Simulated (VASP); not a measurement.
# Y (P6_3/mmc) in VASP: a series of runs, part 3 of 3

VASP 6.6.1. The steps go on from the part before.

**4. Relaxation of cell and atoms, PBE, target pressure 81 GPa, at which the enthalpy is minimised**

This run uses another cell than the first one: it holds 2 atoms, not 4.

The input, INCAR:

```
ALGO = Normal
EDIFF = 1E-6
EDIFFG = -0.005
ENCUT = 600
GGA = PE
IBRION = 2
ISIF = 3
ISMEAR = -1
LASPH = T
LCHARG = F
LREAL = F
LWAVE = F
NELM = 60
NSW = 32
PREC = Accurate
PSTRESS = 810.0
SIGMA = 0.05
```

The input, KPOINTS:

```
k-points
0
Gamma
  15 15 9
```

The input, POSCAR:

```
Y
1.0
    2.7923343145      0.0000000000      0.0000000000
   -1.3961671572      2.4182324523      0.0000000000
    0.0000000000      0.0000000000      4.7392000289
Y
2
Direct
    0.3333333333      0.6666666667      0.2500000000
    0.6666666667      0.3333333333      0.7500000000
```

Potentials or basis: VASP PAW PBE potentials, release 64 (Y_sv).

Run with:

```
cat potpaw_PBE.64/Y_sv/POTCAR > POTCAR
mpirun -np 1 vasp_std > vasp.out
```

OUTCAR:

```text
EDIFF = 1E-6
   EDIFFG = -0.005
   ENCUT = 600
   GGA = PE
   IBRION = 2
   ISIF = 3
   ISMEAR = -1
   LASPH = T
   LREAL = F
   NELM = 60
   NSW = 32
   PREC = Accurate
   PSTRESS = 810.0

 ion  position               nearest neighbor table
   1  0.333  0.667  0.250-   2 2.87   2 2.87   2 2.87   2 2.87   2 2.87   2 2.87   2 4.00   2 4.00
                             2 4.00   2 4.00   2 4.00   2 4.00
   2  0.667  0.333  0.750-   1 2.87   1 2.87   1 2.87   1 2.87   1 2.87   1 2.87   1 4.00   1 4.00
                             1 4.00   1 4.00   1 4.00   1 4.00

  LATTYP: Found a hexagonal cell.
 ALAT       =     2.7923343145
 C/A-ratio  =     1.6972179887

  Lattice vectors:

 A1 = (   2.7923343145,   0.0000000000,   0.0000000000)
 A2 = (  -1.3961671572,   2.4182324523,   0.0000000000)
 A3 = (   0.0000000000,   0.0000000000,   4.7392000289)

Analysis of symmetry for initial positions (statically):
=====================================================================
 Subroutine PRICEL returns:
 Original cell was already a primitive cell.

 Routine SETGRP: Setting up the symmetry group for a
 hexagonal supercell.

 Subroutine GETGRP returns: Found 24 space group operations
 (whereof 12 operations were pure point group operations)
 out of a pool of 24 trial point group operations.

The static configuration has the point symmetry D_3d.
 The point group associated with its full space group is D_6h.

Analysis of symmetry for dynamics (positions and initial velocities):
=====================================================================
 Subroutine PRICEL returns:
 Original cell was already a primitive cell.

 Routine SETGRP: Setting up the symmetry group for a
 hexagonal supercell.

 Subroutine GETGRP returns: Found 24 space group operations
 (whereof 12 operations were pure point group operations)
 out of a pool of 24 trial point group operations.

The dynamic configuration has the point symmetry D_3d.
 The point group associated with its full space group is D_6h.

 Subroutine INISYM returns: Found 24 space group operations
 (whereof 12 operations are pure point group operations),
 and found     1 'primitive' translations

----------------------------------------------------------------------------------------

                                     Primitive cell

  volume of cell :      32.0015

  direct lattice vectors                    reciprocal lattice vectors
     2.792334315  0.000000000  0.000000000     0.358123307  0.206762588  0.000000000
    -1.396167157  2.418232452  0.000000000     0.000000000  0.413525176  0.000000000
     0.000000000  0.000000000  4.739200029     0.000000000  0.000000000  0.211006076

  length of vectors
     2.792334315  2.792334315  4.739200029     0.413525176  0.413525176  0.211006076

  position of ions in fractional coordinates (direct lattice)
     0.333333333  0.666666667  0.250000000
     0.666666667  0.333333333  0.750000000

  ion indices of the primitive-cell ions
   primitive index   ion index
                 1           1
                 2           2

----------------------------------------------------------------------------------------

 KPOINTS: k-points
[... 58 lines left out ...]
 SYSTEM =  unknown system
   PREC   = accura    normal or accurate (medium, high low for compatibility)
   ISTART =      0    job   : 0-new  1-cont  2-samecut
   ICHARG =      2    charge: 1-file 2-atom 10-const
   ISPIN  =      1    spin polarized calculation?
   LNONCOLLINEAR =      F non collinear calculations
   LSORBIT =      F    spin-orbit coupling
   LASPH  =      T    aspherical Exc in radial PAW
   ENCUT  =  600.0 eV  44.10 Ry    6.64 a.u.   5.58  5.58  9.47*2*pi/ulx,y,z
   NELM   =     60;   NELMIN=  2; NELMDL= -5     # of ELM steps
   EDIFF  = 0.1E-05   stopping-criterion for ELM
   LREAL  =      F    real-space projection
   EDIFFG = -.5E-02   stopping-criterion for IOM
   NSW    =     32    number of steps for IOM
   IBRION =      2    ionic relax: 0-MD 1-quasi-New 2-CG
   NFREE  =      1    steps in history (QN), initial steepest desc. (CG)
   ISIF   =      3    stress and relaxation
   ISYM   =      2    0-nonsym 1-usesym 2-fastsym
   POTIM  = 0.5000    time-step for ionic-motion
   TEBEG  =    0.0;   TEEND  =   0.0 temperature during run
   PSTRESS=  810.0 pullay stress
   NELECT =      22.0000    total number of electrons
   NUPDOWN=      -1.0000    fix difference up-down
   EMIN   =  10.00;   EMAX   =-10.00  energy-range for DOS
   EFERMI =   0.00;   METHOD = LEGACY
   ISMEAR =    -1;   SIGMA  =   0.05  broadening in eV -4-tet -1-fermi 0-gaus
   EFERMI_NEDOS =   21; number of points for ismear=-14 and -15
   IALGO  =     38    algorithm
   IMIX   =      4    mixing-type and parameters
     AMIX     =   0.40;   BMIX     =  1.00
     AMIX_MAG =   1.60;   BMIX_MAG =  1.00
  volume/ion in A,a.u.               =      16.00       107.98
  Fermi-wavevector in a.u.,A,eV,Ry     =   1.444859  2.730388 28.403773  2.087618
  Thomas-Fermi vector in A             =   2.563107
   LORBIT       =      0    0 simple, 1 ext, 2 COOP (PROOUT), +10 PAW based schemes
   GGA     = PE    functional components
   LHFCALC =     F    Hartree Fock is set to
   AEXX    =    0.0000 exact exchange contribution
   IVDW    =     0    specifies the selected vdW correction
   LEPSILON=     F    determine dielectric tensor
   LRPA    =     F    only Hartree local field effects (RPA)
 conjugate gradient relaxation of ions
 non-spin polarized calculation
  energy-cutoff  :      600.00
  volume of cell :       32.00
 maximum number of plane-waves:      1093
 NGX is ok and might be reduce to    24

--------------------------------------- Ionic step        1  -------------------------------------------

 number of electron      22.0000001 magnetization

 Free energy of the ion-electron system (eV)
  ---------------------------------------------------
  ext. energy  EPLUGINS =         0.00000000
  ---------------------------------------------------
  free energy    TOTEN  =        -7.64795214 eV

  energy without entropy =       -7.63348697  energy(sigma->0) =       -7.64071955

------------------------ aborting loop because EDIFF is reached ----------------------------------------

  FORCE on cell =-STRESS in cart. coord.  units (eV):
  Direction    XX          YY          ZZ          XY          YZ          ZX
  --------------------------------------------------------------------------------------
  -------------------------------------------------------------------------------------
  Total       16.1935345     16.1935345     16.1376536      0.0000000     -0.0000000      0.0000000
  in kB      810.7402514    810.7402515    807.9425345      0.0000000     -0.0000000      0.0000000
  external PRESSURE =      -0.1923209 kB  Pullay stress =     810.0000000 kB
[... 253 lines left out ...]
--------------------------------------- Ionic step        8  -------------------------------------------

 number of electron      22.0000001 magnetization

 Free energy of the ion-electron system (eV)
  ---------------------------------------------------
  ext. energy  EPLUGINS =         0.00000000
  ---------------------------------------------------
  free energy    TOTEN  =        -7.64814037 eV

  energy without entropy =       -7.63350221  energy(sigma->0) =       -7.64082129

 E-fermi :   7.4756     XC(G=0): -12.6703

 val. band max:        7.4740542321   @ k =   0.4000   0.2000   0.4444
 cond. band min:       7.4840953786   @ k =   0.2667   0.2000   0.4444
 fundamental gap:      0.0100411465
 Fermi energy:         7.4755772639

 k-point     1 :       0.0000    0.0000    0.0000
  band No.  band energies     occupation
      1     -34.8941      2.00000
      2     -34.0307      2.00000
      3     -16.6173      2.00000
      4     -12.8565      2.00000
      5     -12.8565      2.00000
      6     -12.6501      2.00000
      7     -12.4385      2.00000
      8     -12.4385      2.00000
      9       3.1518      2.00000
     10       4.5874      2.00000
     11       9.0308      0.00000
     12       9.7302      0.00000
     13       9.7302      0.00000
     14      10.8377      0.00000
[... 401 lines left out ...]
      2     -33.5888      2.00000
      3     -16.1245      2.00000
      4     -15.5127      2.00000
      5     -14.6773      2.00000
      6     -14.4972      2.00000
      7     -13.9228      2.00000
      8     -13.7112      2.00000
      9       4.5377      2.00000
     10       6.1205      2.00000
     11       7.2478      1.97921
     12       8.8346      0.00000
     13       9.5739      0.00000
     14       9.7320      0.00000
     15      11.4582      0.00000

 [... further k-points ...]

------------------------ aborting loop because EDIFF is reached ----------------------------------------

  FORCE on cell =-STRESS in cart. coord.  units (eV):
  Direction    XX          YY          ZZ          XY          YZ          ZX
  --------------------------------------------------------------------------------------
  -------------------------------------------------------------------------------------
  Total       16.1811432     16.1811432     16.1747497      0.0000000      0.0000000     -0.0000000
  in kB      810.1117949    810.1117950    809.7917046      0.0000000      0.0000000     -0.0000000
  external PRESSURE =       0.0050982 kB  Pullay stress =     810.0000000 kB
[... 21 lines left out ...]
  energy  without entropy=       -7.6335022118  energy(sigma->0) =       -7.64082129

  enthalpy is  TOTEN    =         8.5307698380 eV   P V=       16.1789102121

 reached required accuracy - stopping structural energy minimisation
```

CONTCAR:

```text
Y
   1.00000000000000
     2.7935879550165330    0.0000000000329520    0.0000000000000000
    -1.3967939774297069    2.4193181369139705    0.0000000000000000
    -0.0000000000000000   -0.0000000000000000    4.7349947041275309
  Y
     2
Direct
     0.3333333332999970    0.6666666667000030    0.2500000000000000
     0.6666666667000030    0.3333333332999970    0.7500000000000000

  0.00000000E+00  0.00000000E+00  0.00000000E+00
  0.00000000E+00  0.00000000E+00  0.00000000E+00
```

Run time: 2.1 min. Hardware: 1 thread of Intel Xeon 6975P-C (Granite Rapids), shared host; peak memory 0.24 GiB.

What came out:

* Free energy: -7.6481 eV
* Energy change on relaxing (the run minimises the enthalpy): -0.1 meV/atom
* Ionic steps: 8
* Pressure after relaxing: 81.0 GPa
* Band gap on the k mesh: zero (bands 11 and 12 overlap by 2.72 eV)

Step by step:
```
step  energy change (eV)  largest force (eV/Å)  pressure (GPa)  volume (Å³)
   1              0.0000                0.0000           80.98        32.00
   2              0.0045                0.0000           81.08        31.99
   3              0.0062                0.0000           81.10        31.99
   4              0.0053                0.0000           81.09        31.99
   5              0.0049                0.0000           81.10        31.99
   6              0.0047                0.0000           81.09        31.99
   7             -0.0162                0.0000           80.78        32.03
   8             -0.0002                0.0000           81.00        32.00
```

Final structure:
```xyz
2
Lattice="2.7936 0.0000 0.0000 -1.3968 2.4193 0.0000 0.0000 0.0000 4.7350" Properties=species:S:1:pos:R:3 pbc="T T T"
Y     0.0000    1.6129    1.1837
Y     1.3968    0.8064    3.5512
```

Caveat: the cell is relaxed towards a set pressure, so the run minimises the enthalpy, not the energy.

**5. Overview**

| task | cell | k mesh | cutoff (eV) | gap on the mesh (eV) | pressure (GPa) |
| --- | --- | --- | --- | --- | --- |
| single point | a = 2.844, b = 2.844, c = 9.117 Å, angles 90.0, 90.0, 120.0°, 4 atoms, atomic positions A | 13 × 13 × 4 | 520 | none | 80.9 |
| relaxation of cell and atoms | relaxed to 81 GPa from a = 2.832, b = 2.832, c = 4.588 Å, angles 90.0, 90.0, 120.0°, 2 atoms, atomic positions B | 15 × 15 × 9 | 600 | none | 81.0 |
| relaxation of cell and atoms | relaxed to 81 GPa from a = 2.792, b = 2.792, c = 4.739 Å, angles 90.0, 90.0, 120.0°, 2 atoms, atomic positions B | 15 × 15 × 9 | 600 | none | 81.0 |

Alike in all rows: level PBE; potentials or basis VASP PAW PBE potentials, release 64 (Y_sv); no spin polarisation; smearing fermi-dirac 0.05 eV.

Caveats: the cell is relaxed towards a set pressure, so the run minimises the enthalpy, not the energy (at least some runs); the cell stands under pressure (at least some runs).

Absolute energies hang on the potentials; compare differences alone.

The gap in the log of VASP goes by the Fermi energy; the results here count the filled bands.